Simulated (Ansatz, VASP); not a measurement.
## BaO: VASP beside Ansatz

The input INCAR:

```
PREC = Accurate ; ENCUT = 600
EDIFF = 1E-6 ; ISMEAR = 0
SIGMA = 0.02 ; LREAL = F
LASPH = T ; NELM = 120
ALGO = Normal ; ISIF = 2
LWAVE = F ; LCHARG = F
GGA = PE ; NBANDS = 15
GGA_COMPAT = F
```

Contents of KPOINTS:

```
regular mesh
0
Gamma
  8 8 8
```

Contents of POSCAR:

```
BaO
1.0
    0.0000000000      2.7869987709      2.7869987709
    2.7869987709      0.0000000000      2.7869987709
    2.7869987709      2.7869987709      0.0000000000
Ba O
1 1
Direct
    0.0000000000      0.0000000000      0.0000000000
    0.5000000000      0.5000000000      0.5000000000
```

Input for Ansatz:

```yaml
crystal:
  lattice:
    - [0.0, 2.7869987709, 2.7869987709]
    - [2.7869987709, 0.0, 2.7869987709]
    - [2.7869987709, 2.7869987709, 0.0]
  atoms:
    - { symbol: Ba, position: [0.0, 0.0, 0.0] }
    - { symbol: O, position: [0.5, 0.5, 0.5] }
basis:
  ecutwfc: 420
kpoints:
  mp_grid: { grid: [8, 8, 8] }
  band_path:
    path:
      - [[0.0, 0.0, 0.0], [0.5, 0.0, 0.5], [0.625, 0.25, 0.625]]
      - [[0.375, 0.375, 0.75], [0.0, 0.0, 0.0], [0.5, 0.5, 0.5], [0.5, 0.25, 0.75], [0.5, 0.0, 0.5]]
    npoints: 10
hamiltonian:
  xc: pbe
  pseudopotentials: { kind: paw }
scf:
  occupations: { method: gaussian, width: 0.02 }
  n_extra_bands: 7
output:
  forces: true
  stress: true
  eigenvalues: true
```

Alike in both runs: task single point; functional PBE; k mesh 8 × 8 × 8; occupations gaussian, width 0.02 eV; no spin polarisation.

|  | VASP | Ansatz |
| --- | --- | --- |
| version | VASP 6.6.1 | Ansatz 0.2.0 |
| potentials or method | VASP PAW PBE potentials, release 64 (Ba_sv, O), cutoff 600 eV | scalar-relativistic, plane waves, PAW |
| valence electrons in the cell | 16 | 16 |

VASP gave:

```
gap on the k mesh at the Fermi level (eV) : 2.04
least direct gap on the mesh (eV)         : 2.04
pressure (GPa)                            : 1.5
```

Q: What did Ansatz give for the same quantities?

A: gap on the k mesh at the Fermi level (eV): 2.10; least direct gap on the mesh (eV): 2.10; pressure (GPa): 0.0.

Neither program's run includes spin-orbit coupling.
